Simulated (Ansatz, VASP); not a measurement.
**Two plane-wave programs on BN**

```xyz
4
Lattice="2.5058 0.0000 0.0000 -1.2529 2.1701 0.0000 0.0000 0.0000 4.0815" Properties=species:S:1:pos:R:3 pbc="T T T"
B     1.2529    0.7234    4.0807
B     0.0000    1.4467    2.0399
N     1.2529    0.7234    2.5518
N     0.0000    1.4467    0.5110
```

Change from the starting cell: strain -0.015 along x and y, -0.030 along z, atoms carried along.

Alike in both runs: task single point; functional r2SCAN; k mesh 12 × 12 × 6; occupations gaussian, width 0.05 eV; no spin polarisation.

```csv
,VASP,Ansatz
version,VASP 6.6.1,Ansatz 0.2.0
potentials or method,"VASP PAW PBE potentials, release 64 (B, N), cutoff 520 eV","scalar-relativistic, plane waves, PAW"
valence electrons in the cell,16,16
```

VASP gave:

| Item | Value |
| --- | --- |
| gap on the k mesh at the Fermi level (eV) | 5.69 |
| least direct gap on the mesh (eV) | 9.18 |
| pressure (GPa) | 28.1 |
| traceless stress, the component that is largest in VASP (GPa) | 12.35 |
| rms of the force components (eV/Å) | 0.007 |

**Question.** Which values does Ansatz return?

**Answer.** gap on the k mesh at the Fermi level (eV): 5.73; least direct gap on the mesh (eV): 9.21; pressure (GPa): 26.8; traceless stress, the component that is largest in VASP (GPa): 12.26; rms of the force components (eV/Å): 0.007.

VASP's potentials were made for PBE, not for r2SCAN. Atom by atom the forces differ by 0.000 eV/Å (rms over components).
